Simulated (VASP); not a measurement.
# Mg (P6_3/mmc) in VASP: a series of runs

Mg is run at these levels: PBE; tasks: single point.

Everything below comes from runs of VASP 6.6.1. Logs are shortened: lines on timing, memory, paths and dates and some standing lists are left out, and cuts for length are marked.

## Step 1: The cell of the first run

Symmetry: P6_3/mmc, No. 194, hexagonal system. The conventional cell has a = 3.095 Å, b = 3.095 Å, c = 5.246 Å, α = 90.00°, β = 90.00°, γ = 120.00°. Mg (site symmetry -6m2) has 12 Mg at 3.10 to 3.17 Å within 4.1 Å.

## Step 2: Single point, PBE

Contents of INCAR:

```
PREC     = Accurate       # precision mode
ENCUT    = 520            # plane-wave cutoff, eV
EDIFF    = 1E-6           # SCF threshold, eV
ISMEAR   = 0              # smearing method
SIGMA    = 0.1            # smearing width, eV
LREAL    = F              # projectors in reciprocal space
LASPH    = T              # aspherical terms in the spheres
NELM     = 80             # most SCF steps
ALGO     = Normal         # electronic algorithm
ISIF     = 2              # what is computed and relaxed
LWAVE    = F              # write WAVECAR
LCHARG   = F              # write CHGCAR
GGA      = PE             # functional
NBANDS   = 9              # bands
```

Contents of KPOINTS:

```
regular mesh
0
Gamma
  12 12 7
```

Contents of POSCAR:

```
Mg
1.0
    3.0950015819      0.0000000000      0.0000000000
   -1.5475007910      2.6803499947      0.0000000000
    0.0000000000      0.0000000000      5.2455872340
Mg
2
Direct
    0.6666666667      0.3333333333      0.2500000000
    0.3333333333      0.6666666667      0.7500000000
```

Potentials or basis: VASP PAW PBE potentials, release 64 (Mg).

Started as:

```
cat potpaw_PBE.64/Mg/POTCAR > POTCAR
mpirun -np 1 vasp_std > vasp.out
```

OUTCAR:

```text
PREC = Accurate
   ENCUT = 520
   EDIFF = 1E-6
   ISMEAR = 0
   LREAL = F
   LASPH = T
   NELM = 80
   ISIF = 2
   GGA = PE

 ion  position               nearest neighbor table
   1  0.667  0.333  0.250-   2 3.17   2 3.17   2 3.17   2 3.17   2 3.17   2 3.17
   2  0.333  0.667  0.750-   1 3.17   1 3.17   1 3.17   1 3.17   1 3.17   1 3.17

  LATTYP: Found a hexagonal cell.
 ALAT       =     3.0950015819
 C/A-ratio  =     1.6948576908

  Lattice vectors:

 A1 = (   3.0950015819,   0.0000000000,   0.0000000000)
 A2 = (  -1.5475007910,   2.6803499947,   0.0000000000)
 A3 = (   0.0000000000,   0.0000000000,   5.2455872340)

Analysis of symmetry for initial positions (statically):
=====================================================================
 Subroutine PRICEL returns:
 Original cell was already a primitive cell.

 Routine SETGRP: Setting up the symmetry group for a
 hexagonal supercell.

 Subroutine GETGRP returns: Found 24 space group operations
 (whereof 12 operations were pure point group operations)
 out of a pool of 24 trial point group operations.

The static configuration has the point symmetry D_3d.
 The point group associated with its full space group is D_6h.

Analysis of symmetry for dynamics (positions and initial velocities):
=====================================================================
 Subroutine PRICEL returns:
 Original cell was already a primitive cell.

 Routine SETGRP: Setting up the symmetry group for a
 hexagonal supercell.

 Subroutine GETGRP returns: Found 24 space group operations
 (whereof 12 operations were pure point group operations)
 out of a pool of 24 trial point group operations.

The dynamic configuration has the point symmetry D_3d.
 The point group associated with its full space group is D_6h.

 Subroutine INISYM returns: Found 24 space group operations
 (whereof 12 operations are pure point group operations),
 and found     1 'primitive' translations

----------------------------------------------------------------------------------------

                                     Primitive cell

  volume of cell :      43.5158

  direct lattice vectors                    reciprocal lattice vectors
     3.095001582  0.000000000  0.000000000     0.323101612  0.186542803  0.000000000
    -1.547500791  2.680349995  0.000000000     0.000000000  0.373085605  0.000000000
     0.000000000  0.000000000  5.245587234     0.000000000  0.000000000  0.190636426

  length of vectors
     3.095001582  3.095001582  5.245587234     0.373085605  0.373085605  0.190636426

  position of ions in fractional coordinates (direct lattice)
     0.666666667  0.333333333  0.250000000
     0.333333333  0.666666667  0.750000000

  ion indices of the primitive-cell ions
   primitive index   ion index
                 1           1
                 2           2

----------------------------------------------------------------------------------------

 KPOINTS: regular mesh

Automatic generation of k-mesh.
 Grid dimensions read from file:
 generate k-points for:   12   12    7

 Generating k-lattice:

  Cartesian coordinates                     Fractional coordinates (reciprocal lattice)
     0.026925134  0.015545234  0.000000000     0.083333333  0.000000000  0.000000000
     0.000000000  0.031090467  0.000000000     0.000000000  0.083333333  0.000000000
     0.000000000  0.000000000  0.027233775     0.000000000  0.000000000  0.142857143

  Length of vectors
     0.031090467  0.031090467  0.027233775

  Shift w.r.t. Gamma in fractional coordinates (k-lattice)
     0.000000000  0.000000000  0.000000000

 Subroutine IBZKPT returns following result:
 ===========================================

 Found     76 irreducible k-points:

 Following reciprocal coordinates:
            Coordinates               Weight
  0.000000  0.000000  0.000000      1.000000
  0.083333  0.000000  0.000000      6.000000
  0.166667  0.000000  0.000000      6.000000
  0.250000  0.000000  0.000000      6.000000
  0.333333  0.000000  0.000000      6.000000
  0.416667  0.000000  0.000000      6.000000
[... 16 lines left out ...]
  0.250000  0.000000  0.142857     12.000000
  0.333333  0.000000  0.142857     12.000000
 [... further k-points ...]
   k-points           NKPTS =     76   k-points in BZ     NKDIM =     76   number of bands    NBANDS=      9
   number of dos      NEDOS =    301   number of ions     NIONS =      2
   total plane-waves  NPLWV =  23040
   dimension x,y,z NGX =    24 NGY =   24 NGZ =   40
   dimension x,y,z NGXF=    48 NGYF=   48 NGZF=   80
   ions per type =               2
   NGX,Y,Z   is equivalent  to a cutoff of  12.89, 12.89, 12.68 a.u.
   NGXF,Y,Z  is equivalent  to a cutoff of  25.78, 25.78, 25.35 a.u.
 SYSTEM =  unknown system
   PREC   = accura    normal or accurate (medium, high low for compatibility)
   ISTART =      0    job   : 0-new  1-cont  2-samecut
   ICHARG =      2    charge: 1-file 2-atom 10-const
   ISPIN  =      1    spin polarized calculation?
   LNONCOLLINEAR =      F non collinear calculations
   LSORBIT =      F    spin-orbit coupling
   LASPH  =      T    aspherical Exc in radial PAW
   ENCUT  =  520.0 eV  38.22 Ry    6.18 a.u.   5.75  5.75  9.75*2*pi/ulx,y,z
   NELM   =     80;   NELMIN=  2; NELMDL= -5     # of ELM steps
   EDIFF  = 0.1E-05   stopping-criterion for ELM
   LREAL  =      F    real-space projection
   EDIFFG = 0.1E-04   stopping-criterion for IOM
   NSW    =      0    number of steps for IOM
   IBRION =     -1    ionic relax: 0-MD 1-quasi-New 2-CG
   NFREE  =      0    steps in history (QN), initial steepest desc. (CG)
   ISIF   =      2    stress and relaxation
   ISYM   =      2    0-nonsym 1-usesym 2-fastsym
   POTIM  = 0.5000    time-step for ionic-motion
   TEBEG  =    0.0;   TEEND  =   0.0 temperature during run
   PSTRESS=    0.0 pullay stress
   NELECT =       4.0000    total number of electrons
   NUPDOWN=      -1.0000    fix difference up-down
   EMIN   =  10.00;   EMAX   =-10.00  energy-range for DOS
   EFERMI =   0.00;   METHOD = LEGACY
   ISMEAR =     0;   SIGMA  =   0.10  broadening in eV -4-tet -1-fermi 0-gaus
   EFERMI_NEDOS =   21; number of points for ismear=-14 and -15
   IALGO  =     38    algorithm
   IMIX   =      4    mixing-type and parameters
     AMIX     =   0.40;   BMIX     =  1.00
     AMIX_MAG =   1.60;   BMIX_MAG =  1.00
  volume/ion in A,a.u.               =      21.76       146.83
  Fermi-wavevector in a.u.,A,eV,Ry     =   0.738833  1.396191  7.427060  0.545873
  Thomas-Fermi vector in A             =   1.832850
   LORBIT       =      0    0 simple, 1 ext, 2 COOP (PROOUT), +10 PAW based schemes
   GGA     = PE    functional components
   LHFCALC =     F    Hartree Fock is set to
   AEXX    =    0.0000 exact exchange contribution
   IVDW    =     0    specifies the selected vdW correction
   LEPSILON=     F    determine dielectric tensor
   LRPA    =     F    only Hartree local field effects (RPA)
 non-spin polarized calculation
 Gauss-broadening in eV      SIGMA  =   0.10
  energy-cutoff  :      520.00
  volume of cell :       43.52
 maximum number of plane-waves:      1186
 NGX is ok and might be reduce to    24
   NGX = 11   NGY = 11   NGZ = 19

 number of electron       4.0000000 magnetization

 Free energy of the ion-electron system (eV)
  ---------------------------------------------------
  ext. energy  EPLUGINS =         0.00000000
  ---------------------------------------------------
  free energy    TOTEN  =        -2.98253808 eV

  energy without entropy =       -2.97648667  energy(sigma->0) =       -2.97951238

 E-fermi :   2.9128     XC(G=0):  -8.6582

 val. band max:        2.9071148038   @ k =   0.1667   0.1667   0.0000
 cond. band min:       2.9205076956   @ k =   0.3333   0.1667   0.1429
 fundamental gap:      0.0133928918
 Fermi energy:         2.9128090601

 k-point     1 :       0.0000    0.0000    0.0000
  band No.  band energies     occupation
      1      -4.2465      2.00000
      2       0.9259      2.00000
      3       1.2790      2.00000
      4      14.6427      0.00000
      5      14.6427      0.00000
      6      14.6510      0.00000
      7      14.9716      0.00000
      8      14.9716      0.00000
      9      16.7484      0.00000

 k-point     2 :       0.0833    0.0000    0.0000
  band No.  band energies     occupation
      1      -4.1007      2.00000
      2       1.0590      2.00000
      3       1.4209      2.00000
      4      12.2824      0.00000
      5      13.5008      0.00000
      6      14.1364      0.00000
      7      15.3917      0.00000
      8      16.2409      0.00000
      9      16.8436      0.00000

 k-point     3 :       0.1667    0.0000    0.0000
  band No.  band energies     occupation
      1      -3.6646      2.00000
      2       1.4583      2.00000
      3       1.8410      2.00000
      4       9.6274      0.00000
      5      12.4325      0.00000
      6      12.8059      0.00000
      7      14.3190      0.00000
      8      14.9228      0.00000
      9      16.5991      0.00000

 k-point     4 :       0.2500    0.0000    0.0000
  band No.  band energies     occupation
      1      -2.9426      2.00000
      2       2.1248      2.00000
      3       2.5164      2.00000
      4       7.1574      0.00000
      5      11.2746      0.00000
      6      11.5986      0.00000
      7      11.7982      0.00000
      8      13.6809      0.00000
      9      15.9536      0.00000
[... 205 lines left out ...]
 k-point    22 :       0.1667    0.0000    0.1429
  band No.  band energies     occupation
      1      -3.5534      2.00000
      2       0.2549      2.00000
      3       3.2348      0.00001
      4       9.7189      0.00000
      5      12.5243      0.00000
      6      12.5711      0.00000
      7      13.2785      0.00000
      8      14.6971      0.00000
      9      15.7342      0.00000

 k-point    23 :       0.2500    0.0000    0.1429
  band No.  band energies     occupation
      1      -2.8322      2.00000
      2       0.9421      2.00000
      3       3.8778      0.00000
      4       7.2665      0.00000
      5      10.4801      0.00000
      6      11.6909      0.00000
      7      12.2544      0.00000
      8      13.9547      0.00000
      9      14.9438      0.00000

 k-point    24 :       0.3333    0.0000    0.1429
  band No.  band energies     occupation
      1      -1.8325      2.00000
      2       1.8812      2.00000
      3       4.4056      0.00000
      4       5.4173      0.00000
      5       8.3690      0.00000
      6      10.7587      0.00000
      7      11.0957      0.00000
      8      12.8797      0.00000
      9      14.3350      0.00000

 [... further k-points ...]
[... 5 lines left out ...]
  --------------------------------------------------------------------------------------
  -------------------------------------------------------------------------------------
  Total        0.8798193      0.8798193     -0.0447854     -0.0000000     -0.0000000     -0.0000000
  in kB       32.3934760     32.3934760     -1.6489223     -0.0000000     -0.0000000     -0.0000000
  external PRESSURE =      21.0460099 kB  Pullay stress =       0.0000000 kB

 VOLUME and BASIS-vectors are now :
 -----------------------------------------------------------------------------
  energy-cutoff  :      520.00
  volume of cell :       43.52
      direct lattice vectors                 reciprocal lattice vectors
     3.095001582  0.000000000  0.000000000     0.323101612  0.186542803  0.000000000
    -1.547500791  2.680349995  0.000000000     0.000000000  0.373085605  0.000000000
     0.000000000  0.000000000  5.245587234     0.000000000  0.000000000  0.190636426

 POSITION                                       TOTAL-FORCE (eV/Angst)
 -----------------------------------------------------------------------------------
      1.54750      0.89345      1.31140        -0.000000     -0.000000      0.000000
     -0.00000      1.78690      3.93419         0.000000      0.000000      0.000000
 -----------------------------------------------------------------------------------
    total drift:                                0.000000     -0.000000      0.000000

  FREE ENERGIE OF THE ION-ELECTRON SYSTEM (eV)
  ---------------------------------------------------
  free  energy   TOTEN  =        -2.9825380802 eV

  energy  without entropy=       -2.9764866738  energy(sigma->0) =       -2.97951238
```

Wall time 29 s (1 thread of Intel Xeon 8259CL, shared host); peak memory 0.17 GiB.

Results:

| Item | Value |
| --- | --- |
| Free energy | -2.9825 eV |
| Pressure | 2.1 GPa |
| Band gap on the k mesh | zero (band 2 reaches 4.00 eV, above the bottom of band 3 at 1.28 eV) |

Stress tensor (GPa, compression positive):
```
 3.24  0.00  0.00
 0.00  3.24  0.00
 0.00  0.00 -0.16
```

Levels at points of the mesh, in eV from the Fermi level:
| k point | band 1 | band 2 | band 3 | band 4 | band 5 | band 6 | band 7 |
| --- | --- | --- | --- | --- | --- | --- | --- |
| (0.00, 0.00, 0.00) | -7.16 | -1.99 | -1.63 | 11.73 | 11.73 | 11.74 | 12.06 |
| (0.50, 0.00, 0.00) | -2.12 | -2.01 | 2.70 | 2.96 | 3.15 | 3.67 | 7.62 |

## Step 3: Single point, PBE

This run uses another cell than the first one, of 22.29 Å³/atom, 1.024 times its volume.

Contents of INCAR:

```
SYSTEM = Mg
  ALGO = Normal
  EDIFF = 1E-6
  ENCUT = 520
  GGA = PE
  ISIF = 2
  ISMEAR = 0
  LASPH = .True.
  LCHARG = .False.
  LREAL = .False.
  LWAVE = .False.
  NBANDS = 9
  NELM = 80
  PREC = Accurate
  SIGMA = 0.1
```

Contents of KPOINTS:

```
k-points
0
Gamma
  12 12 7
  0 0 0
```

POSCAR: that of step 2 with these lines changed.

```diff
@@ -4,3 +4,3 @@
    -1.5475007910      2.6803499947      0.0000000000
-    0.0000000000      0.0000000000      5.2455872340
+    0.0000000000      0.0000000000      5.3738823114
 Mg
```

Potentials or basis: VASP PAW PBE potentials, release 64 (Mg).

Started as:

```
cat potpaw_PBE.64/Mg/POTCAR > POTCAR
mpirun -np 1 vasp_std > vasp.out
```

Wall time 35 s (1 thread of Intel Xeon 8259CL, shared host); peak memory 0.17 GiB.

Results (log left out):

* Free energy: -2.9786 eV
* Pressure: 1.3 GPa
* Band gap on the k mesh: zero (band 2 reaches 3.87 eV, above the bottom of band 3 at 0.93 eV)

Stress tensor (GPa, compression positive):
```
 2.36  0.00  0.00
 0.00  2.36  0.00
 0.00  0.00 -0.89
```

Levels at points of the mesh, in eV from the Fermi level:
```tsv
k point	band 1	band 2	band 3	band 4	band 5	band 6	band 7
(0.00, 0.00, 0.00)	-7.07	-2.07	-1.86	11.25	11.83	11.83	12.17
(0.50, 0.00, 0.00)	-2.03	-1.91	2.64	2.91	2.91	3.49	7.72
```
